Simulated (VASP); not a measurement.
# ScPd2 (Cmmm) in VASP: single point with r2SCAN

Aim: the single point of ScPd2 with r2SCAN.

Program: VASP 6.6.1. These are calculated values, not measurements. Logs are shortened: lines on timing, memory, paths and dates and some standing lists are left out, and cuts for length are marked.

### 1 The cell of the first run

Symmetry: Cmmm, No. 65, orthorhombic system. Conventional cell: a = 4.017 Å, b = 12.566 Å, c = 3.874 Å, α = 90.00°, β = 90.00°, γ = 90.00°. Within 3.7 Å of Pd (site symmetry m2m) lie 6 Sc at 2.80 to 2.99 Å and 6 Pd at 2.86 to 2.91 Å. Within 3.6 Å of Pd (site symmetry mmm) lie 4 Sc at 2.71 Å and 8 Pd at 2.79 to 2.91 Å. Within 3.6 Å of Pd (site symmetry mmm) lie 4 Sc at 2.76 Å and 8 Pd at 2.79 to 2.86 Å. Sc (site symmetry m2m) has 10 Pd at 2.71 to 2.99 Å and 2 Sc at 3.20 Å within 3.6 Å.

### 2 Single point, r2SCAN

Input file POSCAR:

```
ScPd2
1.0
    0.0000000016      4.0165903093      0.0000000000
    6.2831346989     -2.0082951571      0.0000000000
    0.0000000000      0.0000000000     -3.8739544357
Pd Sc
4 2
Direct
    0.1676312323      0.3352624647      0.5000000000
    0.8323687677      0.6647375353      0.5000000000
    0.5000000000      0.0000000000      0.5000000000
    0.0000000000      0.0000000000      0.0000000000
    0.3491690040      0.6983380081      0.0000000000
    0.6508309960      0.3016619919      0.0000000000
```

Input file INCAR.step1:

```
PREC = Accurate ; ENCUT = 520
ISMEAR = -1 ; SIGMA = 0.1
LREAL = False ; LASPH = True
NELM = 100 ; NBANDS = 40
GGA = PE ; ALGO = Normal
EDIFF = 1E-4 ; LWAVE = True
LCHARG = False
```

Input file INCAR.step2:

```
PREC = Accurate ; ENCUT = 520
EDIFF = 1E-6 ; ISMEAR = -1
SIGMA = 0.1 ; LREAL = False
LASPH = True ; NELM = 100
ALGO = Normal ; ISIF = 2
LWAVE = False ; LCHARG = False
METAGGA = R2SCAN ; LMIXTAU = True
NBANDS = 40 ; ISTART = 1
```

Input file KPOINTS:

```
regular mesh
0
Gamma
  5 5 5
```

Potentials or basis: VASP PAW PBE potentials, release 64 (Pd, Sc_sv).

Started as:

```
$ cat potpaw_PBE.64/Pd/POTCAR potpaw_PBE.64/Sc_sv/POTCAR > POTCAR
$ cp INCAR.step1 INCAR
$ mpirun -np 1 vasp_std > vasp.out
$ cp INCAR.step2 INCAR
$ mpirun -np 1 vasp_std > vasp.out
```

OUTCAR:

```text
PREC = Accurate
   ENCUT = 520
   EDIFF = 1E-6
   ISMEAR = -1
   LREAL = False
   LASPH = True
   NELM = 100
   ISIF = 2
   METAGGA = R2SCAN
   ISTART = 1

 ion  position               nearest neighbor table
   1  0.168  0.335  0.500-   6 2.80   6 2.80   6 2.80   6 2.80   4 2.86   4 2.86   2 2.88   2 2.88
                             3 2.91   3 2.91   5 2.99   5 2.99
   2  0.832  0.665  0.500-   5 2.80   5 2.80   5 2.80   5 2.80   4 2.86   4 2.86   1 2.88   1 2.88
                             3 2.91   3 2.91   6 2.99   6 2.99
   3  0.500  0.000  0.500-   5 2.71   6 2.71   5 2.71   6 2.71   4 2.79   4 2.79   4 2.79   4 2.79
                             1 2.91   2 2.91   2 2.91   1 2.91
   4  0.000  0.000  0.000-   5 2.76   6 2.76   6 2.76   5 2.76   3 2.79   3 2.79   3 2.79   3 2.79
                             2 2.86   1 2.86   1 2.86   2 2.86
   5  0.349  0.698  0.000-   3 2.71   3 2.71   4 2.76   4 2.76   2 2.80   2 2.80   2 2.80   2 2.80
                             1 2.99   1 2.99   6 3.20   6 3.20
   6  0.651  0.302  0.000-   3 2.71   3 2.71   4 2.76   4 2.76   1 2.80   1 2.80   1 2.80   1 2.80
                             2 2.99   2 2.99   5 3.20   5 3.20

  LATTYP: Found a base centered orthorhombic cell.
 ALAT       =     4.0165903093
 B/A-ratio  =     3.1285912756
 C/A-ratio  =     0.9644883190

  Lattice vectors:

 A1 = (  -6.2831346989,   2.0082951571,   0.0000000000)
 A2 = (   6.2831347005,   2.0082951522,   0.0000000000)
 A3 = (   0.0000000000,   0.0000000000,  -3.8739544357)

Analysis of symmetry for initial positions (statically):
=====================================================================
 Subroutine PRICEL returns:
 Original cell was already a primitive cell.

 Routine SETGRP: Setting up the symmetry group for a
 base centered orthorhombic supercell.

 Subroutine GETGRP returns: Found  8 space group operations
 (whereof  8 operations were pure point group operations)
 out of a pool of  8 trial point group operations.

The static configuration has the point symmetry D_2h.

Analysis of symmetry for dynamics (positions and initial velocities):
=====================================================================
 Subroutine PRICEL returns:
 Original cell was already a primitive cell.

 Routine SETGRP: Setting up the symmetry group for a
 base centered orthorhombic supercell.

 Subroutine GETGRP returns: Found  8 space group operations
 (whereof  8 operations were pure point group operations)
 out of a pool of  8 trial point group operations.

The dynamic configuration has the point symmetry D_2h.

 Subroutine INISYM returns: Found  8 space group operations
 (whereof  8 operations are pure point group operations),
 and found     1 'primitive' translations

----------------------------------------------------------------------------------------

                                     Primitive cell

  volume of cell :      97.7661

  direct lattice vectors                    reciprocal lattice vectors
     0.000000002  4.016590309  0.000000000     0.079578113  0.248967388  0.000000000
     6.283134699 -2.008295157  0.000000000     0.159156225 -0.000000000  0.000000000
     0.000000000  0.000000000 -3.873954436     0.000000000  0.000000000 -0.258134167

  length of vectors
     4.016590309  6.596289190  3.873954436     0.261376044  0.159156225  0.258134167

  position of ions in fractional coordinates (direct lattice)
     0.167631232  0.335262465  0.500000000
     0.832368768  0.664737535  0.500000000
     0.500000000  0.000000000  0.500000000
     0.000000000  0.000000000  0.000000000
     0.349169004  0.698338008  0.000000000
     0.650830996  0.301661992  0.000000000

  ion indices of the primitive-cell ions
   primitive index   ion index
                 1           1
                 2           2
                 3           3
                 4           4
                 5           5
                 6           6

----------------------------------------------------------------------------------------

 KPOINTS: regular mesh

Automatic generation of k-mesh.
 Grid dimensions read from file:
 generate k-points for:    5    5    5

 Generating k-lattice:

  Cartesian coordinates                     Fractional coordinates (reciprocal lattice)
     0.015915623  0.049793478  0.000000000     0.200000000  0.000000000  0.000000000
     0.031831245 -0.000000000  0.000000000     0.000000000  0.200000000  0.000000000
     0.000000000  0.000000000 -0.051626833     0.000000000  0.000000000  0.200000000

  Length of vectors
     0.052275209  0.031831245  0.051626833

  Shift w.r.t. Gamma in fractional coordinates (k-lattice)
     0.000000000  0.000000000  0.000000000

 Subroutine IBZKPT returns following result:
 ===========================================

 Found     27 irreducible k-points:

 Following reciprocal coordinates:
            Coordinates               Weight
  0.000000  0.000000  0.000000      1.000000
  0.200000  0.000000  0.000000      4.000000
  0.400000 -0.000000  0.000000      4.000000
  0.000000  0.200000  0.000000      2.000000
  0.200000  0.200000  0.000000      4.000000
  0.400000  0.200000  0.000000      4.000000
[... 16 lines left out ...]
  0.200000  0.200000  0.400000      8.000000
  0.400000  0.200000  0.400000      8.000000
 [... further k-points ...]
   k-points           NKPTS =     27   k-points in BZ     NKDIM =     27   number of bands    NBANDS=     40
   number of dos      NEDOS =    301   number of ions     NIONS =      6
   total plane-waves  NPLWV =  45000
   dimension x,y,z NGX =    30 NGY =   50 NGZ =   30
   dimension x,y,z NGXF=    60 NGYF=  100 NGZF=   60
   ions per type =               4   2
   NGX,Y,Z   is equivalent  to a cutoff of  12.42, 12.60, 12.87 a.u.
   NGXF,Y,Z  is equivalent  to a cutoff of  24.83, 25.20, 25.75 a.u.
 SYSTEM =  unknown system
   PREC   = accura    normal or accurate (medium, high low for compatibility)
   ISTART =      1    job   : 0-new  1-cont  2-samecut
   ICHARG =      0    charge: 1-file 2-atom 10-const
   ISPIN  =      1    spin polarized calculation?
   LNONCOLLINEAR =      F non collinear calculations
   LSORBIT =      F    spin-orbit coupling
   LASPH  =      T    aspherical Exc in radial PAW
   ENCUT  =  520.0 eV  38.22 Ry    6.18 a.u.   7.47 12.26  7.20*2*pi/ulx,y,z
   NELM   =    100;   NELMIN=  2; NELMDL=  0     # of ELM steps
   EDIFF  = 0.1E-05   stopping-criterion for ELM
   LREAL  =      F    real-space projection
   EDIFFG = 0.1E-04   stopping-criterion for IOM
   NSW    =      0    number of steps for IOM
   IBRION =     -1    ionic relax: 0-MD 1-quasi-New 2-CG
   NFREE  =      0    steps in history (QN), initial steepest desc. (CG)
   ISIF   =      2    stress and relaxation
   ISYM   =      2    0-nonsym 1-usesym 2-fastsym
   POTIM  = 0.5000    time-step for ionic-motion
   TEBEG  =    0.0;   TEEND  =   0.0 temperature during run
   PSTRESS=    0.0 pullay stress
   NELECT =      62.0000    total number of electrons
   NUPDOWN=      -1.0000    fix difference up-down
   EMIN   =  10.00;   EMAX   =-10.00  energy-range for DOS
   EFERMI =   0.00;   METHOD = LEGACY
   ISMEAR =    -1;   SIGMA  =   0.10  broadening in eV -4-tet -1-fermi 0-gaus
   EFERMI_NEDOS =   21; number of points for ismear=-14 and -15
   IALGO  =     38    algorithm
   IMIX   =      4    mixing-type and parameters
     AMIX     =   0.40;   BMIX     =  1.00
     AMIX_MAG =   1.60;   BMIX_MAG =  1.00
  volume/ion in A,a.u.               =      16.29       109.96
  Fermi-wavevector in a.u.,A,eV,Ry     =   1.406509  2.657917 26.915973  1.978268
  Thomas-Fermi vector in A             =   2.528862
   LORBIT       =      0    0 simple, 1 ext, 2 COOP (PROOUT), +10 PAW based schemes
   METAGGA = R2SCAN    functional components
   LHFCALC =     F    Hartree Fock is set to
   AEXX    =    0.0000 exact exchange contribution
   IVDW    =     0    specifies the selected vdW correction
   LEPSILON=     F    determine dielectric tensor
   LRPA    =     F    only Hartree local field effects (RPA)
 non-spin polarized calculation
  energy-cutoff  :      520.00
  volume of cell :       97.77
 maximum number of plane-waves:      2664
 NGX is ok and might be reduce to    30
   NGX = 15   NGY = 25   NGZ = 15

 number of electron      62.0000003 magnetization

 Free energy of the ion-electron system (eV)
  ---------------------------------------------------
  ext. energy  EPLUGINS =         0.00000000
  ---------------------------------------------------
  free energy    TOTEN  =      -120.19018843 eV

  energy without entropy =     -120.14452104  energy(sigma->0) =     -120.16735474

 E-fermi :   8.4104     XC(G=0): -13.2279

 val. band max:        8.3618092797   @ k =   0.2000   0.0000   0.2000
 cond. band min:       8.5666097281   @ k =   0.4000   0.2000   0.4000
 fundamental gap:      0.2048004484
 Fermi energy:         8.4104248008

 k-point     1 :       0.0000    0.0000    0.0000
  band No.  band energies     occupation
      1     -43.4844      2.00000
      2     -43.4563      2.00000
      3     -21.2508      2.00000
      4     -21.1916      2.00000
      5     -21.1258      2.00000
      6     -21.1060      2.00000
[... 32 lines left out ...]
     39      11.9137      0.00000
     40      11.9482      0.00000

 k-point     2 :       0.2000    0.0000    0.0000
  band No.  band energies     occupation
      1     -43.4810      2.00000
      2     -43.4584      2.00000
      3     -21.2463      2.00000
      4     -21.2065      2.00000
      5     -21.1256      2.00000
      6     -21.1139      2.00000
[... 32 lines left out ...]
     39      11.3771      0.00000
     40      11.6600      0.00000

 k-point     3 :       0.4000   -0.0000    0.0000
  band No.  band energies     occupation
      1     -43.4729      2.00000
      2     -43.4643      2.00000
      3     -21.2467      2.00000
      4     -21.2338      2.00000
      5     -21.1234      2.00000
      6     -21.1155      2.00000
[... 32 lines left out ...]
     39      11.0629      0.00000
     40      11.1902      0.00000

 k-point     4 :       0.0000    0.2000    0.0000
  band No.  band energies     occupation
      1     -43.4836      2.00000
      2     -43.4571      2.00000
      3     -21.2403      2.00000
      4     -21.1904      2.00000
      5     -21.1277      2.00000
      6     -21.1071      2.00000
[... 32 lines left out ...]
     39      11.5537      0.00000
     40      11.9269      0.00000
[... 772 lines left out ...]
     39      11.3350      0.00000
     40      11.6415      0.00000

 k-point    23 :       0.2000    0.2000    0.4000
  band No.  band energies     occupation
      1     -43.4776      2.00000
      2     -43.4577      2.00000
      3     -21.2298      2.00000
      4     -21.2086      2.00000
      5     -21.1660      2.00000
      6     -21.1414      2.00000
[... 32 lines left out ...]
     39      11.3899      0.00000
     40      11.6883      0.00000

 k-point    24 :       0.4000    0.2000    0.4000
  band No.  band energies     occupation
      1     -43.4709      2.00000
      2     -43.4636      2.00000
      3     -21.2340      2.00000
      4     -21.2298      2.00000
      5     -21.1519      2.00000
      6     -21.1461      2.00000
[... 32 lines left out ...]
     39      11.0546      0.00000
     40      11.5198      0.00000

 [... further k-points ...]
[... 5 lines left out ...]
  --------------------------------------------------------------------------------------
  -------------------------------------------------------------------------------------
  Total        0.4560418      0.4894390      0.5298911      0.0000000      0.0000000      0.0000000
  in kB        7.4735472      8.0208568      8.6837803      0.0000000      0.0000000      0.0000000
  external PRESSURE =       8.0593948 kB  Pullay stress =       0.0000000 kB

 VOLUME and BASIS-vectors are now :
 -----------------------------------------------------------------------------
  energy-cutoff  :      520.00
  volume of cell :       97.77
      direct lattice vectors                 reciprocal lattice vectors
     0.000000002  4.016590309  0.000000000     0.079578113  0.248967388  0.000000000
     6.283134699 -2.008295157  0.000000000     0.159156225 -0.000000000  0.000000000
     0.000000000  0.000000000 -3.873954436     0.000000000  0.000000000 -0.258134167

 POSITION                                       TOTAL-FORCE (eV/Angst)
 -----------------------------------------------------------------------------------
      2.10650     -0.00000     -1.93698        -0.001322      0.000000      0.000000
      4.17664      2.00830     -1.93698         0.001322     -0.000000      0.000000
      0.00000      2.00830     -1.93698         0.000000      0.000000      0.000000
      0.00000      0.00000      0.00000         0.000000      0.000000      0.000000
      4.38775     -0.00000      0.00000        -0.053537      0.000000      0.000000
      1.89538      2.00830      0.00000         0.053537     -0.000000      0.000000
 -----------------------------------------------------------------------------------
    total drift:                               -0.000000      0.000000      0.000000

  FREE ENERGIE OF THE ION-ELECTRON SYSTEM (eV)
  ---------------------------------------------------
  free  energy   TOTEN  =      -120.1901884291 eV

  energy  without entropy=     -120.1445210446  energy(sigma->0) =     -120.16735474
```

Wall time 5.5 min (1 thread of Intel Xeon Platinum 8488C (Sapphire Rapids), shared host); peak memory 0.26 GiB.

Results:

- Free energy: -120.1902 eV
- Pressure: 0.8 GPa
- Largest force: 0.054 eV/Å
- Band gap on the k mesh: zero (band 31 reaches 9.49 eV, above the bottom of band 32 at 7.63 eV)

Forces on the atoms (eV/Å):
```
Pd  -0.001  0.000  0.000
Pd   0.001  0.000  0.000
Pd   0.000  0.000  0.000
Pd   0.000  0.000  0.000
Sc  -0.054  0.000  0.000
Sc   0.054  0.000  0.000
```

Stress tensor (GPa, compression positive):
```
0.75 0.00 0.00
0.00 0.80 0.00
0.00 0.00 0.87
```

Caveat: the PAW data sets were made with another functional, which shifts forces and pressure a little.
